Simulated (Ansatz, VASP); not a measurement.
## One calculation of KI, two programs

Contents of POSCAR:

```
KI
1.0
    0.0000000000      3.2425860000      3.8065140000
    3.2425860000      0.0000000000      3.8065140000
    3.2425860000      3.2425860000      0.0000000000
K I
1 1
Direct
    0.0000000000      0.0000000000      0.0000000000
    0.5000000000      0.5000000000      0.5000000000
```

The input INCAR.step1:

```
SYSTEM = KI
ALGO = Normal
EDIFF = 1E-4
ENCUT = 520
GGA = PE
ISMEAR = 0
LASPH = .TRUE.
LCHARG = .FALSE.
LREAL = .FALSE.
LWAVE = .TRUE.
NBANDS = 15
NELM = 100
PREC = Accurate
SIGMA = 0.05
```

File INCAR.step2:

```
SYSTEM = KI
ALGO = Normal
EDIFF = 1E-7
ENCUT = 520
ISIF = 2
ISMEAR = 0
ISTART = 1
LASPH = .TRUE.
LCHARG = .FALSE.
LMIXTAU = .TRUE.
LREAL = .FALSE.
LWAVE = .FALSE.
METAGGA = R2SCAN
NBANDS = 15
NELM = 100
PREC = Accurate
SIGMA = 0.05
```

KPOINTS

```
k-points
0
G
  6 6 6
  0 0 0
```

Input for Ansatz:

```yaml
crystal:
  lattice:
    - [0.0, 3.242586, 3.806514]
    - [3.242586, 0.0, 3.806514]
    - [3.242586, 3.242586, 0.0]
  atoms:
    - { symbol: K, position: [0.0, 0.0, 0.0] }
    - { symbol: I, position: [0.5, 0.5, 0.5] }
basis:
  ecutwfc: 500
kpoints:
  mp_grid: { grid: [6, 6, 6] }
hamiltonian:
  xc: r2scan
scf:
  occupations: { method: gaussian, width: 0.05 }
output:
  forces: true
  stress: true
  eigenvalues: true
```

Change from the starting cell: strain -0.080 along x and y, +0.080 along z, atoms carried along.

Alike in both runs: task single point; functional r2SCAN; k mesh 6 × 6 × 6; occupations gaussian, width 0.05 eV; no spin polarisation.

|  | VASP | Ansatz |
| --- | --- | --- |
| version | VASP 6.6.1 | Ansatz 0.2.0 |
| potentials or method | VASP PAW PBE potentials, release 64 (K_sv, I), cutoff 520 eV | scalar-relativistic, plane waves, PAW |
| valence electrons in the cell | 16 | 26 |

Ansatz gave:

- gap on the k mesh at the Fermi level (eV): 4.68
- least direct gap on the mesh (eV): 4.68
- pressure (GPa): 3.0
- traceless stress, the component that is largest in VASP (GPa): -4.04

**Question.** What did VASP give for the same quantities?

**Answer.** gap on the k mesh at the Fermi level (eV): 4.68; least direct gap on the mesh (eV): 4.68; pressure (GPa): 3.0; traceless stress, the component that is largest in VASP (GPa): -4.08.

VASP's potentials were made for PBE, not for r2SCAN. VASP's potentials hold 16 valence electrons a cell and Ansatz's 26, so a difference there can come from the potentials and not from the codes.

Spin-orbit coupling is off throughout.
